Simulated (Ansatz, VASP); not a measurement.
One calculation of Pt, two programs

The input INCAR:

```
PREC     = Accurate       # precision mode
ENCUT    = 520            # plane-wave cutoff, eV
EDIFF    = 1E-6           # SCF threshold, eV
ISMEAR   = 0              # smearing method
SIGMA    = 0.15           # smearing width, eV
LREAL    = F              # projectors in reciprocal space
LASPH    = T              # aspherical terms in the spheres
NELM     = 100            # most SCF steps
ALGO     = Fast           # electronic algorithm
ISIF     = 2              # what is computed and relaxed
LWAVE    = F              # write WAVECAR
LCHARG   = T              # write CHGCAR
GGA      = PS             # functional
LELF     = T              # ELF
LVHAR    = T            
NBANDS   = 17             # bands
```

Contents of KPOINTS:

```
regular mesh
0
Gamma
  24 24 14
```

POSCAR

```
Pt
1.0
    2.7251696203      0.0000000000      0.0000000000
   -1.3625848102      2.3600661208      0.0000000000
    0.0000000000      0.0000000000      4.9421459123
Pt
2
Direct
    0.6666666667      0.3333333333      0.7500000000
    0.3333333333      0.6666666667      0.2500000000
```

Input for Ansatz:

```yaml
crystal:
  lattice:
    - [2.7251696203, 0.0, 0.0]
    - [-1.3625848102, 2.3600661208, 0.0]
    - [0.0, 0.0, 4.9421459123]
  atoms:
    - { symbol: Pt, position: [0.6666666667, 0.3333333333, 0.75] }
    - { symbol: Pt, position: [0.3333333333, 0.6666666667, 0.25] }
basis:
  ecutwfc: 420
kpoints:
  mp_grid: { grid: [24, 24, 14] }
hamiltonian:
  xc: pbesol
scf:
  occupations: { method: gaussian, width: 0.15 }
output:
  forces: true
  stress: true
  eigenvalues: true
  write_density: true
  write_potential: true
  elf: true
  volumetric_format: npy
```

Change from the starting cell: strain +0.000 along x and y, +0.050 along z, atoms carried along.

Alike in both runs: task single point; functional PBEsol; k mesh 24 × 24 × 14; occupations gaussian, width 0.15 eV; no spin polarisation.

|  | VASP | Ansatz |
| --- | --- | --- |
| version | VASP 6.6.1 | Ansatz 0.2.0 |
| potentials or method | VASP PAW PBE potentials, release 64 (Pt), cutoff 520 eV | scalar-relativistic, plane waves, PAW |
| valence electrons in the cell | 20 | 36 |

```tsv
	VASP	Ansatz	Ansatz less VASP
gap on the k mesh at the Fermi level (eV)	none	none	-
pressure (GPa)	-10.6	-10.2	+0.37
traceless stress, the component that is largest in VASP (GPa)	-5.69	-5.59	+0.096
```

VASP's potentials were made for PBE, not for PBEsol. A gap of «none» marks a metal or a gap that the smearing closes. With one functional, cell and mesh, what is left measures potentials, basis and numerics. VASP's potentials hold 20 valence electrons a cell and Ansatz's 36, so a difference there can come from the potentials and not from the codes.

Spin-orbit coupling is off throughout.
